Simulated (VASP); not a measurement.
Set up this calculation in VASP 6.6.1, as the native input.

| Property | Result |
| --- | --- |
| Task | single point |
| Functional | PBEsol |
| Potentials or basis | VASP PAW PBE potentials, release 64 (Ti_sv) |
| Cutoff | 520 eV |
| k mesh | 7 × 7 × 10 |
| Occupations | methfessel-paxton, width 0.1 eV |
| Spin | no spin polarisation |
| Dipole correction | no |
| Further INCAR settings | ALGO = Normal; EDIFF = 1e-07; NBANDS = 25 |

The structure of Ti lies in POSCAR:

```
Ti
1.0
    4.5142651922      0.0000000000      0.0000000000
   -2.2571325961      3.9094683358      0.0000000000
    0.0000000000      0.0000000000      2.7981742582
Ti
3
Direct
    0.0000000000      0.0000000000      0.0000000000
    0.3333333333      0.6666666667      0.5000000000
    0.6666666667      0.3333333333      0.5000000000
```

This isn't the form of Ti at room conditions, which is hcp.

One way to write it, as run:

INCAR

```
SYSTEM = Ti
  PREC = Accurate
  ENCUT = 520
  EDIFF = 1E-7
  ISMEAR = 1
  SIGMA = 0.1
  LREAL = .FALSE.
  LASPH = .TRUE.
  NELM = 60
  ALGO = Normal
  ISIF = 2
  LWAVE = .FALSE.
  LCHARG = .FALSE.
  GGA = PS
  NBANDS = 25
```

KPOINTS

```
regular mesh
0
G
  7 7 10
  0 0 0
```

Potentials or basis: VASP PAW PBE potentials, release 64 (Ti_sv).

The run is started by

```sh
$ cat potpaw_PBE.64/Ti_sv/POTCAR > POTCAR
$ mpirun -np 1 vasp_std > vasp.out
```

It gave:

The pressure is -0.2 GPa and the band gap on the k mesh is zero (bands 18 and 19 overlap by 0.30 eV).

Caveat: the PAW data sets were made with another functional, which shifts forces and pressure a little.

It took 76 s on 1 thread of Intel(R) Xeon(R) 6975P-C (Granite Rapids) (shared host), peak memory 0.19 GiB.
